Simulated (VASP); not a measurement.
# La (Fm-3m) in VASP: single point with PBEsol

Aim: the single point of La with PBEsol.

All numbers are computed with VASP 6.6.1; they aren't measurements. Logs are shortened: lines on timing, memory, paths and dates and some standing lists are left out, and cuts for length are marked.

## (1) The cell of the first run

The structure is cubic, space group Fm-3m (No. 225). The conventional cell has a = 5.126 Å, b = 5.126 Å, c = 5.126 Å, α = 90.00°, β = 90.00°, γ = 90.00°. Within 4.8 Å of La (site symmetry m-3m) lie 12 La at 3.62 Å.

## (2) Single point, PBEsol

File INCAR:

```
SYSTEM = La
PREC     = Accurate       ! precision mode
ENCUT    = 520            ! plane-wave cutoff, eV
EDIFF    = 1E-7           ! SCF threshold, eV
ISMEAR   = -1             ! smearing method
SIGMA    = 0.13605693000000002 ! smearing width, eV
LREAL    = .False.        ! projectors in reciprocal space
LASPH    = .True.         ! aspherical terms in the spheres
NELM     = 60             ! most SCF steps
ALGO     = Normal         ! electronic algorithm
ISIF     = 2              ! what is computed and relaxed
LWAVE    = .False.        ! write WAVECAR
LCHARG   = .False.        ! write CHGCAR
GGA      = PS             ! functional
NBANDS   = 12             ! bands
```

File KPOINTS:

```
Automatic mesh
0
Gamma
  11 11 11
  0 0 0
```

File POSCAR:

```
La
1.0
    0.0000000000      2.5631386471      2.5631386471
    2.5631386471      0.0000000000      2.5631386471
    2.5631386471      2.5631386471      0.0000000000
La
1
Direct
    0.0000000000      0.0000000000      0.0000000000
```

Potentials or basis: VASP PAW PBE potentials, release 64 (La).

On the command line:

```console
$ cat potpaw_PBE.64/La/POTCAR > POTCAR
$ mpirun -np 1 vasp_std > vasp.out
```

OUTCAR:

```text
SYSTEM = La
   PREC = Accurate
   ENCUT = 520
   EDIFF = 1E-7
   ISMEAR = -1
   LREAL = .False.
   LASPH = .True.
   NELM = 60
   ISIF = 2
   GGA = PS

 ion  position               nearest neighbor table
   1  0.000  0.000  0.000-

  LATTYP: Found a face centered cubic cell.
 ALAT       =     5.1262772942

  Lattice vectors:

 A1 = (   0.0000000000,   2.5631386471,   2.5631386471)
 A2 = (   2.5631386471,   0.0000000000,   2.5631386471)
 A3 = (   2.5631386471,   2.5631386471,   0.0000000000)

Analysis of symmetry for initial positions (statically):
=====================================================================
 Subroutine PRICEL returns:
 Original cell was already a primitive cell.

 Routine SETGRP: Setting up the symmetry group for a
 face centered cubic supercell.

 Subroutine GETGRP returns: Found 48 space group operations
 (whereof 48 operations were pure point group operations)
 out of a pool of 48 trial point group operations.

The static configuration has the point symmetry O_h .

Analysis of symmetry for dynamics (positions and initial velocities):
=====================================================================
 Subroutine PRICEL returns:
 Original cell was already a primitive cell.

 Routine SETGRP: Setting up the symmetry group for a
 face centered cubic supercell.

 Subroutine GETGRP returns: Found 48 space group operations
 (whereof 48 operations were pure point group operations)
 out of a pool of 48 trial point group operations.

The dynamic configuration has the point symmetry O_h .

 Subroutine INISYM returns: Found 48 space group operations
 (whereof 48 operations are pure point group operations),
 and found     1 'primitive' translations

----------------------------------------------------------------------------------------

                                     Primitive cell

  volume of cell :      33.6780

  direct lattice vectors                    reciprocal lattice vectors
     0.000000000  2.563138647  2.563138647    -0.195073333  0.195073333  0.195073333
     2.563138647  0.000000000  2.563138647     0.195073333 -0.195073333  0.195073333
     2.563138647  2.563138647  0.000000000     0.195073333  0.195073333 -0.195073333

  length of vectors
     3.624825437  3.624825437  3.624825437     0.337876925  0.337876925  0.337876925

  position of ions in fractional coordinates (direct lattice)
     0.000000000  0.000000000  0.000000000

  ion indices of the primitive-cell ions
   primitive index   ion index
                 1           1

----------------------------------------------------------------------------------------

 KPOINTS: Automatic mesh

Automatic generation of k-mesh.
 Grid dimensions read from file:
 generate k-points for:   11   11   11

 Generating k-lattice:

  Cartesian coordinates                     Fractional coordinates (reciprocal lattice)
    -0.017733939  0.017733939  0.017733939     0.090909091  0.000000000  0.000000000
     0.017733939 -0.017733939  0.017733939     0.000000000  0.090909091  0.000000000
     0.017733939  0.017733939 -0.017733939     0.000000000  0.000000000  0.090909091

  Length of vectors
     0.030716084  0.030716084  0.030716084

  Shift w.r.t. Gamma in fractional coordinates (k-lattice)
     0.000000000  0.000000000  0.000000000

 Subroutine IBZKPT returns following result:
 ===========================================

 Found     56 irreducible k-points:

 Following reciprocal coordinates:
            Coordinates               Weight
  0.000000  0.000000  0.000000      1.000000
  0.090909  0.000000  0.000000      8.000000
  0.181818  0.000000  0.000000      8.000000
  0.272727  0.000000  0.000000      8.000000
  0.363636  0.000000  0.000000      8.000000
  0.454545  0.000000  0.000000      8.000000
[... 16 lines left out ...]
 -0.272727  0.181818  0.000000     24.000000
 -0.181818  0.181818  0.000000     12.000000
 [... further k-points ...]
   k-points           NKPTS =     56   k-points in BZ     NKDIM =     56   number of bands    NBANDS=     12
   number of dos      NEDOS =    301   number of ions     NIONS =      1
   total plane-waves  NPLWV =  21952
   dimension x,y,z NGX =    28 NGY =   28 NGZ =   28
   dimension x,y,z NGXF=    56 NGYF=   56 NGZF=   56
   ions per type =               1
   NGX,Y,Z   is equivalent  to a cutoff of  12.84, 12.84, 12.84 a.u.
   NGXF,Y,Z  is equivalent  to a cutoff of  25.68, 25.68, 25.68 a.u.
 SYSTEM =  La
   PREC   = accura    normal or accurate (medium, high low for compatibility)
   ISTART =      0    job   : 0-new  1-cont  2-samecut
   ICHARG =      2    charge: 1-file 2-atom 10-const
   ISPIN  =      1    spin polarized calculation?
   LNONCOLLINEAR =      F non collinear calculations
   LSORBIT =      F    spin-orbit coupling
   LASPH  =      T    aspherical Exc in radial PAW
   ENCUT  =  520.0 eV  38.22 Ry    6.18 a.u.   6.74  6.74  6.74*2*pi/ulx,y,z
   NELM   =     60;   NELMIN=  2; NELMDL= -5     # of ELM steps
   EDIFF  = 0.1E-06   stopping-criterion for ELM
   LREAL  =      F    real-space projection
   EDIFFG = 0.1E-05   stopping-criterion for IOM
   NSW    =      0    number of steps for IOM
   IBRION =     -1    ionic relax: 0-MD 1-quasi-New 2-CG
   NFREE  =      0    steps in history (QN), initial steepest desc. (CG)
   ISIF   =      2    stress and relaxation
   ISYM   =      2    0-nonsym 1-usesym 2-fastsym
   POTIM  = 0.5000    time-step for ionic-motion
   TEBEG  =    0.0;   TEEND  =   0.0 temperature during run
   PSTRESS=    0.0 pullay stress
   NELECT =      11.0000    total number of electrons
   NUPDOWN=      -1.0000    fix difference up-down
   EMIN   =  10.00;   EMAX   =-10.00  energy-range for DOS
   EFERMI =   0.00;   METHOD = LEGACY
   ISMEAR =    -1;   SIGMA  =   0.14  broadening in eV -4-tet -1-fermi 0-gaus
   EFERMI_NEDOS =   21; number of points for ismear=-14 and -15
   IALGO  =     38    algorithm
   IMIX   =      4    mixing-type and parameters
     AMIX     =   0.40;   BMIX     =  1.00
     AMIX_MAG =   1.60;   BMIX_MAG =  1.00
  volume/ion in A,a.u.               =      33.68       227.27
  Fermi-wavevector in a.u.,A,eV,Ry     =   1.127432  2.130537 17.294400  1.271103
  Thomas-Fermi vector in A             =   2.264118
   LORBIT       =      0    0 simple, 1 ext, 2 COOP (PROOUT), +10 PAW based schemes
   GGA     = PS    functional components
   LHFCALC =     F    Hartree Fock is set to
   AEXX    =    0.0000 exact exchange contribution
   IVDW    =     0    specifies the selected vdW correction
   LEPSILON=     F    determine dielectric tensor
   LRPA    =     F    only Hartree local field effects (RPA)
 non-spin polarized calculation
  energy-cutoff  :      520.00
  volume of cell :       33.68
 maximum number of plane-waves:       926
   NGX = 13   NGY = 13   NGZ = 13

 number of electron      11.0000001 magnetization

 Free energy of the ion-electron system (eV)
  ---------------------------------------------------
  ext. energy  EPLUGINS =         0.00000000
  ---------------------------------------------------
  free energy    TOTEN  =        -5.39734497 eV

  energy without entropy =       -5.29740712  energy(sigma->0) =       -5.34737605

 E-fermi :   8.6829     XC(G=0): -10.0897

 val. band max:        8.6803521627   @ k =  -0.1818   0.2727   0.0909
 cond. band min:       8.7047723932   @ k =   0.2727   0.1818   0.0909
 fundamental gap:      0.0244202304
 Fermi energy:         8.6828631120

 k-point     1 :       0.0000    0.0000    0.0000
  band No.  band energies     occupation
      1     -24.0150      2.00000
      2      -6.7213      2.00000
      3      -6.7213      2.00000
      4      -6.7213      2.00000
      5       5.5455      2.00000
      6      10.1099      0.00006
      7      10.2562      0.00002
      8      10.2562      0.00002
      9      10.2562      0.00002
     10      10.7307      0.00000
     11      10.7307      0.00000
     12      10.7307      0.00000

 k-point     2 :       0.0909    0.0000    0.0000
  band No.  band energies     occupation
      1     -23.9930      2.00000
      2      -6.8922      2.00000
      3      -6.7407      2.00000
      4      -6.7407      2.00000
      5       5.8278      2.00000
      6       9.5951      0.00245
      7      10.2987      0.00001
      8      10.2987      0.00001
      9      10.6132      0.00000
     10      10.7274      0.00000
     11      10.7274      0.00000
     12      10.7979      0.00000

 k-point     3 :       0.1818    0.0000    0.0000
  band No.  band energies     occupation
      1     -23.9332      2.00000
      2      -7.3250      2.00000
      3      -6.7919      2.00000
      4      -6.7919      2.00000
      5       6.4901      2.00000
      6       9.2109      0.04044
      7      10.3452      0.00001
      8      10.3452      0.00001
      9      10.5417      0.00000
     10      10.7267      0.00000
     11      10.7267      0.00000
     12      11.1470      0.00000

 k-point     4 :       0.2727    0.0000    0.0000
  band No.  band energies     occupation
      1     -23.8531      2.00000
      2      -7.8462      2.00000
      3      -6.8578      2.00000
      4      -6.8578      2.00000
      5       6.9573      1.99999
      6       9.4817      0.00562
      7      10.2788      0.00002
      8      10.2788      0.00002
      9      10.3949      0.00001
     10      10.7440      0.00000
     11      10.7440      0.00000
     12      11.4302      0.00000

 k-point     5 :       0.3636    0.0000    0.0000
  band No.  band energies     occupation
      1     -23.7777      2.00000
      2      -8.2900      2.00000
      3      -6.9170      2.00000
      4      -6.9170      2.00000
      5       6.9578      1.99999
      6      10.1358      0.00005
      7      10.1358      0.00005
      8      10.2083      0.00003
      9      10.3812      0.00001
     10      10.7652      0.00000
     11      10.7652      0.00000
     12      11.3787      0.00000
[... 228 lines left out ...]
      1     -23.6905      2.00000
      2      -8.4014      2.00000
      3      -7.3528      2.00000
      4      -7.0670      2.00000
      5       7.6031      1.99928
      6       8.7545      0.74254
      7      10.3340      0.00001
      8      10.4416      0.00000
      9      10.7859      0.00000
     10      10.7908      0.00000
     11      11.0746      0.00000
     12      11.3157      0.00000

 k-point    22 :      -0.3636    0.1818    0.0000
  band No.  band energies     occupation
      1     -23.7057      2.00000
      2      -8.3210      2.00000
      3      -7.3945      2.00000
      4      -7.0013      2.00000
      5       7.7828      1.99732
      6       8.8295      0.50775
      7      10.2505      0.00002
      8      10.3860      0.00001
      9      10.7247      0.00000
     10      10.7449      0.00000
     11      11.0790      0.00000
     12      11.3211      0.00000

 k-point    23 :      -0.2727    0.1818    0.0000
  band No.  band energies     occupation
      1     -23.7567      2.00000
      2      -8.0871      2.00000
      3      -7.3401      2.00000
      4      -6.9154      2.00000
      5       7.9647      1.98985
      6       9.1050      0.08598
      7       9.3618      0.01352
      8      10.4043      0.00001
      9      10.6247      0.00000
     10      10.8824      0.00000
     11      11.0377      0.00000
     12      11.3548      0.00000

 k-point    24 :      -0.1818    0.1818    0.0000
  band No.  band energies     occupation
      1     -23.8262      2.00000
      2      -7.7927      2.00000
      3      -7.1742      2.00000
      4      -6.8359      2.00000
      5       7.6831      1.99871
      6       8.8046      0.58039
      7       9.6026      0.00232
      8      10.4880      0.00000
      9      10.4900      0.00000
     10      10.9163      0.00000
     11      10.9500      0.00000
     12      11.2992      0.00000

 [... further k-points ...]
[... 5 lines left out ...]
  --------------------------------------------------------------------------------------
  -------------------------------------------------------------------------------------
  Total        0.0758618      0.0758618      0.0758618      0.0000000     -0.0000000     -0.0000000
  in kB        3.6090042      3.6090042      3.6090042      0.0000000     -0.0000000     -0.0000000
  external PRESSURE =       3.6090042 kB  Pullay stress =       0.0000000 kB

 VOLUME and BASIS-vectors are now :
 -----------------------------------------------------------------------------
  energy-cutoff  :      520.00
  volume of cell :       33.68
      direct lattice vectors                 reciprocal lattice vectors
     0.000000000  2.563138647  2.563138647    -0.195073333  0.195073333  0.195073333
     2.563138647  0.000000000  2.563138647     0.195073333 -0.195073333  0.195073333
     2.563138647  2.563138647  0.000000000     0.195073333  0.195073333 -0.195073333

 POSITION                                       TOTAL-FORCE (eV/Angst)
 -----------------------------------------------------------------------------------
      0.00000      0.00000      0.00000         0.000000     -0.000000     -0.000000
 -----------------------------------------------------------------------------------
    total drift:                                0.000000      0.000000      0.000000

  FREE ENERGIE OF THE ION-ELECTRON SYSTEM (eV)
  ---------------------------------------------------
  free  energy   TOTEN  =        -5.3973449746 eV

  energy  without entropy=       -5.2974071156  energy(sigma->0) =       -5.34737605
```

Wall time 37 s (1 thread of Intel Xeon 8259CL, shared host); peak memory 0.18 GiB.

What came out:

```yaml
Free_energy: -5.3973 eV
Pressure: 0.4 GPa
```

Caveat: the PAW data sets were made with another functional, which shifts forces and pressure a little; spin-orbit coupling is left out, which moves the levels of the heavy elements.
